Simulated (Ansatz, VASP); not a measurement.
# One calculation of Lu3F2, two programs

The input INCAR:

```
  PREC = Accurate
  ENCUT = 600
  EDIFF = 1E-7
  ISMEAR = 0
  SIGMA = 0.1
  LREAL = False
  LASPH = True
  NELM = 60
  ALGO = Normal
  ISIF = 3
  LWAVE = False
  LCHARG = False
  GGA = PE
  IBRION = 2
  NSW = 90
  EDIFFG = -0.04
```

KPOINTS

```
Automatic mesh
0
Gamma
  6 6 2
```

File POSCAR:

```
Lu3F2
1.0
    3.8327978261      0.0000000000      0.0000000000
   -1.9163989131      3.3193002850      0.0000000000
    0.0000000000      0.0000000000      9.4143994738
Lu F
3 2
Direct
    0.3333333333      0.6666666667      0.6787371495
    0.6666666667      0.3333333333      0.3212628505
    1.0000000000      0.0000000000      0.0000000000
    0.3333333333      0.6666666667      0.3342490918
    0.6666666667      0.3333333333      0.6657509082
```

Input for Ansatz:

```yaml
crystal:
  lattice:
    - [3.8327978261, 0.0, 0.0]
    - [-1.9163989131, 3.319300285, 0.0]
    - [0.0, 0.0, 9.4143994738]
  atoms:
    - { symbol: Lu, position: [0.3333333333, 0.6666666667, 0.6787371495] }
    - { symbol: Lu, position: [0.6666666667, 0.3333333333, 0.3212628505] }
    - { symbol: Lu, position: [1.0, 0.0, 0.0] }
    - { symbol: F, position: [0.3333333333, 0.6666666667, 0.3342490918] }
    - { symbol: F, position: [0.6666666667, 0.3333333333, 0.6657509082] }
basis:
  ecutwfc: 420
kpoints:
  mp_grid: { grid: [6, 6, 2] }
hamiltonian:
  xc: pbe
scf:
  occupations: { method: gaussian, width: 0.1 }
  lower_state_search: "off"
output:
  forces: true
  stress: true
  eigenvalues: true
relax:
  adjacent_minimum: "off"
  f_tol: 0.04
  max_steps: 70
  cell: { stress_tol: 0.4 }
```

Change from the starting cell: species swapped into the Si2Rh3 type (P-3m1, No. 164).

Alike in both runs: task relaxation of cell and atoms; functional PBE; k mesh 6 × 6 × 2; occupations gaussian, width 0.1 eV; no spin polarisation.

|  | VASP | Ansatz |
| --- | --- | --- |
| version | VASP 6.6.1 | Ansatz 0.2.0 |
| potentials or method | VASP PAW PBE potentials, release 64 (Lu, F), cutoff 600 eV | scalar-relativistic, plane waves, PAW |
| valence electrons in the cell | 89 | 89 |

```csv
,VASP,Ansatz,Ansatz less VASP
"gap on the k mesh at the Fermi level, each at its own relaxed structure (eV)",none,none,-
relaxed volume (Å³/atom),21.86,21.10,-0.761
relaxed length of the cell vector where the two differ most in proportion (Å),10.513,10.001,-0.5122
```

A gap of «none» marks a metal or a gap that the smearing closes.

Neither program's run includes spin-orbit coupling.
